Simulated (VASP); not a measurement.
# SnO2 (P4_2/mnm) in VASP: further runs, part 2 of 2

VASP 6.6.1. The steps go on from the part before.

**4. Single point, RPBE**

This run uses another cell than the first one, of 12.88 Å³/atom.

File INCAR:

```
SYSTEM = SnO2
PREC = Accurate
ENCUT = 520
EDIFF = 1E-6
ISMEAR = 0
SIGMA = 0.01
LREAL = .False.
LASPH = .True.
NELM = 80
ALGO = Normal
ISIF = 2
LWAVE = .False.
LCHARG = .False.
GGA = RP
NBANDS = 35
```

File KPOINTS:

```
regular mesh
0
Gamma
  6 6 8
  0 0 0
```

File POSCAR:

```
SnO2
1.0
    4.8744483102      0.0000000000      0.0000000000
    0.0000000000      4.8744483102      0.0000000000
    0.0000000000      0.0000000000      3.2518840127
Sn O
2 4
Direct
    0.0000000000      0.0000000000      0.0000000000
    0.5000000000      0.5000000000      0.5000000000
    0.3069471708      0.3069471708      0.0000000000
    0.1930528292      0.8069471708      0.5000000000
    0.6930528292      0.6930528292      0.0000000000
    0.8069471708      0.1930528292      0.5000000000
```

The run is started by

```sh
> cat potpaw_PBE.64/Sn_d/POTCAR potpaw_PBE.64/O/POTCAR > POTCAR
> mpirun -np 1 vasp_std > vasp.out
```

Wall time 45 s (1 thread of Intel Xeon 6975P-C (Granite Rapids), shared host); peak memory 0.23 GiB.

Results (log left out):

| Property | Result |
| --- | --- |
| Free energy | -35.0014 eV |
| Pressure | 0.6 GPa |
| Largest force | 0.020 eV/Å |
| Band gap on the k mesh | 0.54 eV |

Forces in eV/Å, atoms in the order of the input:
```
Sn   0.000  0.000  0.000
Sn   0.000  0.000  0.000
O   -0.014 -0.014  0.000
O    0.014 -0.014  0.000
O    0.014  0.014  0.000
O   -0.014  0.014  0.000
```

Stress tensor (GPa, compression positive):
```
0.50 0.00 0.00
0.00 0.50 0.00
0.00 0.00 0.74
```

Levels at points of the mesh, in eV from the valence-band top:
```
           k point  band 24  band 25  band 26  band 27  band 28  band 29
(0.00, 0.00, 0.00)    -0.72    -0.72     0.00     0.54     5.61     6.11
(0.50, 0.00, 0.00)    -1.19    -0.59    -0.59     3.73     3.73     6.85
(0.50, 0.50, 0.00)    -1.30    -0.83    -0.83     4.12     4.12     7.14
(0.00, 0.00, 0.50)    -1.44    -1.14    -1.14     5.42     5.42     9.33
(0.50, 0.00, 0.50)    -0.97    -0.76    -0.76     5.67     5.67     7.51
(0.50, 0.50, 0.50)    -0.89    -0.76    -0.76     4.23     4.23     8.65
```

Caveat: the PAW data sets were made with another functional, which shifts forces and pressure a little; spin-orbit coupling is left out, which moves the levels of the heavy elements.

**5. Single point, r2SCAN**

This run uses another cell than the first one, of 12.09 Å³/atom.

File POSCAR:

```
SnO2
1.0
    4.7600196270      0.0000000000      0.0000000000
    0.0000000000      4.7600196270      0.0000000000
    0.0000000000      0.0000000000      3.2007132586
Sn O
2 4
Direct
    0.0000000000      0.0000000000      0.0000000000
    0.5000000000      0.5000000000      0.5000000000
    0.3059102024      0.3059102024      0.0000000000
    0.1940897976      0.8059102024      0.5000000000
    0.6940897976      0.6940897976      0.0000000000
    0.8059102024      0.1940897976      0.5000000000
```

File INCAR.step1:

```
  PREC = Accurate
  ENCUT = 520
  ISMEAR = 0
  SIGMA = 0.01
  LREAL = False
  LASPH = True
  NELM = 60
  NBANDS = 35
  GGA = PE
  ALGO = Normal
  EDIFF = 1E-4
  LWAVE = True
  LCHARG = False
```

File INCAR.step2:

```
  PREC = Accurate
  ENCUT = 520
  EDIFF = 1E-6
  ISMEAR = 0
  SIGMA = 0.01
  LREAL = False
  LASPH = True
  NELM = 60
  ALGO = Normal
  ISIF = 2
  LWAVE = False
  LCHARG = False
  METAGGA = R2SCAN
  LMIXTAU = True
  NBANDS = 35
  ISTART = 1
```

File KPOINTS:

```
regular mesh
0
Gamma
  6 6 8
```

Potentials or basis: VASP PAW PBE potentials, release 64 (Sn_d, O).

The run is started by

```sh
> cat potpaw_PBE.64/Sn_d/POTCAR potpaw_PBE.64/O/POTCAR > POTCAR
> cp INCAR.step1 INCAR
> mpirun -np 1 vasp_std > vasp.out
> cp INCAR.step2 INCAR
> mpirun -np 1 vasp_std > vasp.out
```

OUTCAR:

```text
PREC = Accurate
   ENCUT = 520
   EDIFF = 1E-6
   ISMEAR = 0
   LREAL = False
   LASPH = True
   NELM = 60
   ISIF = 2
   METAGGA = R2SCAN
   ISTART = 1

 ion  position               nearest neighbor table
   1  0.000  0.000  0.000-   3 2.06   5 2.06   4 2.07   6 2.07   4 2.07   6 2.07   2 3.73   2 3.73
                             2 3.73   2 3.73   2 3.73   2 3.73   2 3.73   2 3.73
   2  0.500  0.500  0.500-   4 2.06   6 2.06   5 2.07   3 2.07   3 2.07   5 2.07   1 3.73   1 3.73
                             1 3.73   1 3.73   1 3.73   1 3.73   1 3.73   1 3.73
   3  0.306  0.306  0.000-   1 2.06   2 2.07   2 2.07
   4  0.194  0.806  0.500-   2 2.06   1 2.07   1 2.07
   5  0.694  0.694  0.000-   1 2.06   2 2.07   2 2.07
[... 1124 lines left out ...]
  Total        0.4157460      0.4157460      0.6491362     -0.0000000      0.0000000      0.0000000
  in kB        9.1848986      9.1848986     14.3410905     -0.0000000      0.0000000      0.0000000
  external PRESSURE =      10.9036293 kB  Pullay stress =       0.0000000 kB

 VOLUME and BASIS-vectors are now :
 -----------------------------------------------------------------------------
  energy-cutoff  :      520.00
  volume of cell :       72.52
      direct lattice vectors                 reciprocal lattice vectors
     4.760019627  0.000000000  0.000000000     0.210083167  0.000000000  0.000000000
     0.000000000  4.760019627  0.000000000     0.000000000  0.210083167  0.000000000
     0.000000000  0.000000000  3.200713259     0.000000000  0.000000000  0.312430361

 POSITION                                       TOTAL-FORCE (eV/Angst)
 -----------------------------------------------------------------------------------
      0.00000      0.00000      0.00000         0.000000      0.000000      0.000000
      2.38001      2.38001      1.60036         0.000000      0.000000      0.000000
      1.45614      1.45614      0.00000        -0.019707     -0.019707      0.000000
      0.92387      3.83615      1.60036         0.019707     -0.019707      0.000000
      3.30388      3.30388      0.00000         0.019707      0.019707     -0.000000
      3.83615      0.92387      1.60036        -0.019707      0.019707     -0.000000
 -----------------------------------------------------------------------------------
    total drift:                                0.000000      0.000000      0.000000

  FREE ENERGIE OF THE ION-ELECTRON SYSTEM (eV)
  ---------------------------------------------------
  free  energy   TOTEN  =       -84.6295556714 eV

  energy  without entropy=      -84.6295556714  energy(sigma->0) =      -84.62955567
```

OSZICAR.step1:

```text
N       E                     dE             d eps       ncg     rms          rms(c)
DAV:   1     0.640335000777E+03    0.64034E+03   -0.25559E+04  3886   0.232E+03
DAV:   2     0.577411190135E+02   -0.58259E+03   -0.54944E+03  3764   0.613E+02
DAV:   3    -0.384033196420E+02   -0.96144E+02   -0.94207E+02  3806   0.208E+02
DAV:   4    -0.433168138266E+02   -0.49135E+01   -0.48771E+01  4400   0.508E+01
DAV:   5    -0.434452417689E+02   -0.12843E+00   -0.12823E+00  4411   0.865E+00    0.160E+01
DAV:   6    -0.371417776341E+02    0.63035E+01   -0.17545E+01  5549   0.640E+01    0.621E+00
DAV:   7    -0.372567318494E+02   -0.11495E+00   -0.20370E+00  4076   0.791E+00    0.322E+00
DAV:   8    -0.372346458912E+02    0.22086E-01   -0.16710E-01  5082   0.413E+00    0.750E-01
DAV:   9    -0.372275997334E+02    0.70462E-02   -0.34561E-02  5820   0.297E+00    0.131E-01
DAV:  10    -0.372282769948E+02   -0.67726E-03   -0.38380E-03  4418   0.480E-01    0.538E-02
DAV:  11    -0.372283890748E+02   -0.11208E-03   -0.16621E-04  3489   0.101E-01    0.135E-02
DAV:  12    -0.372283900443E+02   -0.96950E-06   -0.23142E-05  2210   0.447E-02
   1 F= -.37228390E+02 E0= -.37228390E+02  d E =-.155250E-87
```

Run time: 2.5 min. Hardware: 1 thread of Intel Xeon 6975P-C (Granite Rapids), shared host; peak memory 0.24 GiB.

What came out:

| Property | Result |
| --- | --- |
| Free energy | -84.6296 eV |
| Pressure | 1.1 GPa |
| Largest force | 0.028 eV/Å |
| Band gap on the k mesh | 1.79 eV |

Forces on the atoms (eV/Å):
```
Sn   0.000  0.000  0.000
Sn   0.000  0.000  0.000
O   -0.020 -0.020  0.000
O    0.020 -0.020  0.000
O    0.020  0.020  0.000
O   -0.020  0.020  0.000
```

Levels at points of the mesh, in eV from the valence-band top:
```
           k point  band 23  band 24  band 25  band 26  band 27  band 28  band 29  band 30
(0.00, 0.00, 0.00)    -1.22    -0.78    -0.78     0.00     1.79     6.81     7.05     7.05
(0.50, 0.00, 0.00)    -1.17    -1.17    -0.62    -0.62     5.00     5.00     7.81     7.81
(0.50, 0.50, 0.00)    -1.30    -1.30    -0.92    -0.92     5.44     5.44     8.22     8.22
(0.00, 0.00, 0.50)    -1.67    -1.67    -1.27    -1.27     6.87     6.87    10.53    10.53
(0.50, 0.00, 0.50)    -1.11    -1.11    -0.69    -0.69     7.15     7.15     8.85     8.85
(0.50, 0.50, 0.50)    -0.96    -0.96    -0.85    -0.85     5.52     5.52     9.65     9.65
```

Caveat: the PAW data sets were made with another functional, which shifts forces and pressure a little; spin-orbit coupling is left out, which moves the levels of the heavy elements.

**6. Relaxation of cell and atoms, RPBE**

This run uses another cell than the first one, of 11.92 Å³/atom.

File INCAR:

```
SYSTEM = SnO2
PREC = Accurate ; ENCUT = 600
EDIFF = 1E-6 ; ISMEAR = 0
SIGMA = 0.01 ; LREAL = .FALSE.
LASPH = .TRUE. ; NELM = 100
ALGO = Normal ; ISIF = 3
LWAVE = .FALSE. ; LCHARG = .FALSE.
GGA = RP ; IBRION = 2
NSW = 80 ; EDIFFG = -0.01
```

File KPOINTS:

```
Automatic mesh
0
G
  6 6 8
  0 0 0
```

File POSCAR:

```
SnO2
1.0
    4.7380000000      0.0000000000      0.0000000000
    0.0000000000      4.7380000000      0.0000000000
    0.0000000000      0.0000000000      3.1865000000
Sn O
2 4
Direct
    0.0000000000      0.0000000000      0.0000000000
    0.5000000000      0.5000000000      0.5000000000
    0.3071000000      0.3071000000      0.0000000000
    0.1929000000      0.8071000000      0.5000000000
    0.6929000000      0.6929000000      0.0000000000
    0.8071000000      0.1929000000      0.5000000000
```

Potentials or basis: VASP PAW PBE potentials, release 64 (Sn_d, O).

The run is started by

```sh
> cat potpaw_PBE.64/Sn_d/POTCAR potpaw_PBE.64/O/POTCAR > POTCAR
> mpirun -np 1 vasp_std > vasp.out
```

It took 7.4 min on 1 thread of Intel Xeon 6975P-C (Granite Rapids), shared host; peak memory 0.27 GiB.

Results (log left out):

| Quantity | Value |
| --- | --- |
| Free energy | -34.9997 eV |
| Relaxed volume | 12.91 Å³/atom |
| Relaxed cell | a = 4.878 Å, b = 4.878 Å, c = 3.256 Å, α = 90.00°, β = 90.00°, γ = 90.00° |
| Space group after relaxing (to 0.1 Å) | P4_2/mnm (No. 136) |
| Energy gained by relaxing | 44.6 meV/atom |
| Ionic steps | 11 |
| Pressure after relaxing | 0.0 GPa |
| Band gap on the k mesh | 0.51 eV |

The path:
```csv
step,energy change (eV),largest force (eV/Å),pressure (GPa),volume (Å³)
1,0.0000,0.3254,15.83,71.53
2,0.0578,0.4277,-12.07,84.43
3,-0.2610,0.1219,-0.07,77.20
4,-0.2611,0.1151,0.21,77.09
5,-0.2666,0.0227,0.06,77.33
6,-0.2674,0.0264,0.00,77.46
7,-0.2674,0.0236,0.03,77.46
8,-0.2675,0.0027,-0.06,77.48
9,-0.2675,0.0024,-0.08,77.49
10,-0.2675,0.0021,0.10,77.42
11,-0.2675,0.0020,0.01,77.46
```

Final structure:
```yaml
crystal:
  lattice:
    - [4.87781, 0.00000, 0.00000]
    - [0.00000, 4.87781, 0.00000]
    - [0.00000, 0.00000, 3.25554]
  atoms:
    - { symbol: Sn, position: [0.00000, 0.00000, 0.00000] }
    - { symbol: Sn, position: [0.50000, 0.50000, 0.50000] }
    - { symbol: O, position: [0.30686, 0.30686, 0.00000] }
    - { symbol: O, position: [0.19314, 0.80686, 0.50000] }
    - { symbol: O, position: [0.69314, 0.69314, 0.00000] }
    - { symbol: O, position: [0.80686, 0.19314, 0.50000] }
```

Levels at points of the mesh, in eV from the valence-band top:
| k point | band 22 | band 23 | band 24 | band 25 | band 26 | band 27 | band 28 | band 29 | band 30 | band 31 |
| --- | --- | --- | --- | --- | --- | --- | --- | --- | --- | --- |
| (0.00, 0.00, 0.00) | -1.24 | -1.24 | -0.72 | -0.72 | 0.00 | 0.51 | 5.59 | 6.09 | 6.09 | 10.07 |
| (0.50, 0.00, 0.00) | -1.83 | -1.19 | -1.19 | -0.59 | -0.59 | 3.70 | 3.70 | 6.84 | 6.84 | 10.21 |
| (0.50, 0.50, 0.00) | -1.78 | -1.31 | -1.31 | -0.83 | -0.83 | 4.09 | 4.09 | 7.12 | 7.12 | 10.31 |
| (0.00, 0.00, 0.50) | -2.51 | -1.43 | -1.43 | -1.14 | -1.14 | 5.39 | 5.39 | 9.31 | 9.31 | 10.31 |
| (0.50, 0.00, 0.50) | -1.60 | -0.97 | -0.97 | -0.76 | -0.76 | 5.64 | 5.64 | 7.49 | 7.49 | 10.53 |
| (0.50, 0.50, 0.50) | -2.44 | -0.89 | -0.89 | -0.75 | -0.75 | 4.20 | 4.20 | 8.64 | 8.64 | 10.51 |

Caveat: the PAW data sets were made with another functional, which shifts forces and pressure a little; spin-orbit coupling is left out, which moves the levels of the heavy elements.

**7. The runs side by side**

| task | level | cell | cutoff (eV) | gap on the mesh (eV) | pressure (GPa) | largest force (eV/Å) |
| --- | --- | --- | --- | --- | --- | --- |
| single point | revPBE+D3(BJ) | a = 4.793, b = 4.793, c = 3.231 Å, 6 atoms | 520 | 0.88 | 0.6 | 0.02 |
| single point | PBE | a = 4.827, b = 4.827, c = 3.238 Å, 6 atoms | 520 | 0.67 | 0.6 | 0.02 |
| single point | RPBE | a = 4.874, b = 4.874, c = 3.252 Å, 6 atoms | 520 | 0.54 | 0.6 | 0.02 |
| single point | r2SCAN | a = 4.760, b = 4.760, c = 3.201 Å, 6 atoms | 520 | 1.79 | 1.1 | 0.03 |
| relaxation of cell and atoms | RPBE | relaxed from a = 4.738, b = 4.738, c = 3.187 Å, 6 atoms | 600 | 0.51 | 0.0 | - |

Alike in all rows: potentials or basis VASP PAW PBE potentials, release 64 (Sn_d, O); no spin polarisation; k mesh 6 × 6 × 8; smearing gaussian 0.01 eV.

Caveats: spin-orbit coupling is left out, which moves the levels of the heavy elements; the PAW data sets were made with another functional, which shifts forces and pressure a little (at least some runs).

Total energies depend on the potentials used, so only differences within one code and one set of settings carry meaning.
